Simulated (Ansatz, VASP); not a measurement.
**SnO: VASP beside Ansatz**

```
Sn O
1.0
     3.82220    0.00000    0.00000
     0.00000    3.82220    0.00000
     0.00000    0.00000    4.88900
Sn O
2 2
Direct
  0.00000 0.50000 0.24560
  0.50000 0.00000 0.75440
  0.00000 0.00000 0.00000
  0.50000 0.50000 0.00000
```

Alike in both runs: task single point; functional LDA; k mesh 10 × 10 × 8; occupations gaussian, width 0.15 eV; no spin polarisation.

|  | VASP | Ansatz |
| --- | --- | --- |
| version | VASP 6.6.1 | Ansatz 0.2.0 |
| potentials or method | VASP PAW LDA potentials, release 64 (Sn_d, O), cutoff 520 eV | scalar-relativistic, plane waves, PAW |
| valence electrons in the cell | 40 | 40 |

|  | VASP | Ansatz | Ansatz less VASP |
| --- | --- | --- | --- |
| gap on the k mesh at the Fermi level (eV) | none | none | - |
| pressure (GPa) | -6.4 | -6.7 | -0.37 |
| traceless stress, the component that is largest in VASP (GPa) | -0.85 | -0.88 | -0.023 |
| rms of the force components (eV/Å) | 0.438 | 0.485 | +0.0474 |

Ansatz warns that its potentials were made for another functional, while VASP's fit it. LDA's correlation is that of Perdew and Zunger in VASP and of Perdew and Wang (1992) in Ansatz. Atom by atom the forces differ by 0.047 eV/Å (rms over components). A gap of «none» marks a metal or a gap that the smearing closes.
